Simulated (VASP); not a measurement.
A run of VASP 6.6.1 is set up as follows.

The input INCAR:

```
PREC = Accurate ; ENCUT = 520
EDIFF = 1E-6 ; ISMEAR = 0
SIGMA = 0.05 ; LREAL = F
LASPH = T ; NELM = 150
ALGO = Normal ; ISIF = 2
LWAVE = F ; LCHARG = F
ISPIN = 2 ; MAGMOM = 0 0 0 0 0 0 0 0 0 0 0 0 1
LORBIT = 11 ; LDIPOL = T
IDIPOL = 3 ; DIPOL = 0.5 0.5 0.328
GGA = PS ; NBANDS = 40
```

KPOINTS

```
regular mesh
0
Gamma
  6 7 1
```

The input POSCAR:

```
HC12
1.0
    4.9173188109      0.0000000000      0.0000000000
    0.6146780514      3.8391258797      0.0000000000
    0.0000000000      0.0000000000     20.2108743161
C H
12 1
Direct
    0.3590054871      0.1281660241      0.1979132588
    0.8590054871      0.1281660241      0.1979132588
    0.1025532572      0.1794433159      0.2316595767
    0.6025532572      0.1794433159      0.2316595767
    0.0897848593      0.2819706941      0.2991343083
    0.5897848593      0.2819706941      0.2991343083
    0.3334002075      0.3331078549      0.3318096857
    0.8334002075      0.3331078549      0.3318096857
    0.3193211503      0.4460785665      0.4022878746
    0.8193211503      0.4460785665      0.4022878746
    0.0634071465      0.4935789343      0.4309993808
    0.5634071465      0.4935789343      0.4309993808
    0.1884071465      0.4935789343      0.4814277997
```

Potentials or basis: VASP PAW PBE potentials, release 64 (C, H).

The run is started by

```sh
$ cat potpaw_PBE.64/C/POTCAR potpaw_PBE.64/H/POTCAR > POTCAR
$ mpirun -np 1 vasp_std > vasp.out
```

Task: Predict the site moments.

Result: C -0.48, -0.01, +0.01, +0.00, -0.03, -0.05, +0.08, +0.06, -0.02, +0.13, +0.50 (each value once); H -0.00 μB.

Task: What does it give for the net moment?

Result: 0.36 μB per cell.

Forces on the atoms (eV/Å):
```
C    0.012  0.699  2.466
C    0.017  0.167  0.776
C   -0.326 -0.878 -3.058
C    0.342 -0.810 -2.834
C    0.300  0.314  1.150
C   -0.355  0.250  0.792
C    0.571  0.392  0.795
C   -0.068  0.412  0.874
C    0.246 -0.715 -4.126
C   -0.420 -0.348 -1.045
C    3.220 -0.128  3.790
C    0.031 -0.082  0.386
H   -3.569  0.728  0.033
```

Caveat: the PAW data sets were made with another functional, which shifts forces and pressure a little.
